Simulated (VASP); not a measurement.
Runs of VASP 6.6.1 on Ga7SiN8 (a cell with a defect). The cell holds a defect, 16 atoms: a = 6.365 Å, b = 5.513 Å, c = 5.186 Å, α = 90.00°, β = 90.00°, γ = 90.00°. 

```tsv
level	smearing	gap on the mesh (eV)	pressure (GPa)	moment (μB)	largest force (eV/Å)
PBEsol	gaussian 0.05 eV	0.17	1.1	0.99	2.48
PBEsol	fermi-dirac 0.05 eV	0.08	1.1	0.66	2.51
PBEsol+D4	fermi-dirac 0.05 eV	0.08	(a)	0.66	2.51
PBEsol	tetrahedron	0.17	1.1	1.00	2.48
```

Alike in all rows: task single point; potentials or basis VASP PAW PBE potentials, release 64 (Ga_d, Si, N); spin collinear; cell as given; k mesh 2 × 2 × 2, shifted; cutoff (eV) 520.

Fill in the values left out.

(a) -1.9.

Caveats: all runs use coarse meshes; the PAW data sets were made with another functional, which shifts forces and pressure a little.

A k mesh can miss the band edges, and the runs leave out spin-orbit coupling on Ga.
